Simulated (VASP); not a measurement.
A run of VASP 6.6.1:

The input INCAR:

```
PREC = Accurate
ENCUT = 520
EDIFF = 1E-6
ISMEAR = 0
SIGMA = 0.1
LREAL = False
LASPH = True
NELM = 60
ALGO = Normal
ISIF = 2
LWAVE = False
LCHARG = True
LDIPOL = True
IDIPOL = 3
DIPOL = 0.5 0.5 0.323
GGA = CA
LELF = True
LVHAR = True
LVACPOTAV = True
NBANDS = 44
```

The input KPOINTS:

```
Automatic mesh
0
Gamma
  6 6 1
```

POSCAR

```
Ta3H
1.0
    4.6002247492      0.0000000000      0.0000000000
   -2.3001123746      3.9839114959      0.0000000000
    0.0000000000      0.0000000000     22.4017722044
Ta H
6 2
Direct
    0.6666666667      0.3333333333      0.1785573018
    0.3333333333      0.6666666667      0.2204743848
    0.0000000000      0.0000000000      0.2623914678
    0.6666666667      0.3333333333      0.3016814391
    0.3333333333      0.6666666667      0.3385386112
    0.0000000000      0.0000000000      0.3750494438
    0.2049700398      0.6666666667      0.4522754768
    0.4616966269      0.6666666667      0.4522754768
```

Potentials or basis: VASP PAW LDA potentials, release 64 (Ta_pv, H).

Launch:

```sh
$ cat potpaw_LDA.64/Ta_pv/POTCAR potpaw_LDA.64/H/POTCAR > POTCAR
$ mpirun -np 1 vasp_std > vasp.out
```

Hardware: 1 thread of Intel(R) Xeon(R) 6975P-C (Granite Rapids) (shared host).

Question: How long does it take, and how much memory?

Answer: Run time: 4.9 min on 1 thread of Intel(R) Xeon(R) 6975P-C (Granite Rapids), on a shared host, peak memory 0.47 GiB. Counts: scf iterations 30, k points 13.
